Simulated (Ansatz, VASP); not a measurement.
## One calculation of TaN, two programs

```xyz
2
Lattice="2.9243 0.0000 0.0000 -1.4621 2.5325 0.0000 0.0000 0.0000 2.8702" Properties=species:S:1:pos:R:3 pbc="T T T"
Ta    0.0000    1.6883    1.4351
N     0.0000    0.0000    0.0000
```

Alike in both runs: task electric field gradients; functional PBEsol; k mesh 18 × 18 × 14; occupations fermi-dirac, width 0.15 eV; no spin polarisation.

|  | VASP | Ansatz |
| --- | --- | --- |
| version | VASP 6.6.1 | Ansatz 0.2.0 |
| potentials or method | VASP PAW PBE potentials, release 64 (Ta_pv, N), cutoff 520 eV | scalar-relativistic, plane waves, PAW |
| valence electrons in the cell | 16 | 18 |

```tsv
	VASP	Ansatz	Ansatz less VASP
gap on the k mesh at the Fermi level (eV)	none	none	-
pressure (GPa)	0.9	0.0	-0.86
traceless stress, the component that is largest in VASP (GPa)	0.13	0.00	-0.134
size of Vzz on the site where it differs most (V/Å²)	15.9	48.3	+32.43
```

VASP's potentials were made for PBE, not for PBEsol. A gap of «none» marks a metal or a gap that the smearing closes. With one functional, cell and mesh, what is left measures potentials, basis and numerics. VASP's potentials hold 16 valence electrons a cell and Ansatz's 18, so a difference there can come from the potentials and not from the codes.

Neither program's run includes spin-orbit coupling.
